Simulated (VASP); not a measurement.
**Al: single point with PBE**

Al:

```
Al
1.0
     0.00000    1.87082    1.87082
     1.87082    0.00000    1.87082
     1.87082    1.87082    0.00000
Al
1
Direct
  0.00000 0.00000 0.00000
```

```yaml
Program: VASP 6.6.1
Task: single point
Functional: PBE
Potentials_or_basis: VASP PAW PBE potentials, release 64 (Al)
Cutoff: 520 eV
k_mesh: 20 × 20 × 20
Occupations: gaussian, width 0.1 eV
Spin: no spin polarisation
Dipole_correction: no
Further_INCAR_settings: ALGO = Normal; EDIFF = 1e-06; NBANDS = 8
```

```
Pressure : 30.0 GPa
```

Levels at points of the mesh, in eV from the Fermi level:
```csv
k point,band 1,band 2,band 3,band 4
"(0.00, 0.00, 0.00)",-12.83,13.97,13.97,13.97
"(0.50, 0.00, 0.00)",-5.56,-4.73,12.58,12.58
"(0.50, 0.50, 0.00)",-3.49,-1.75,5.28,6.80
```

Run time: 15 s on 1 thread of Intel Xeon 6975P-C, on a shared host, peak memory 0.13 GiB.
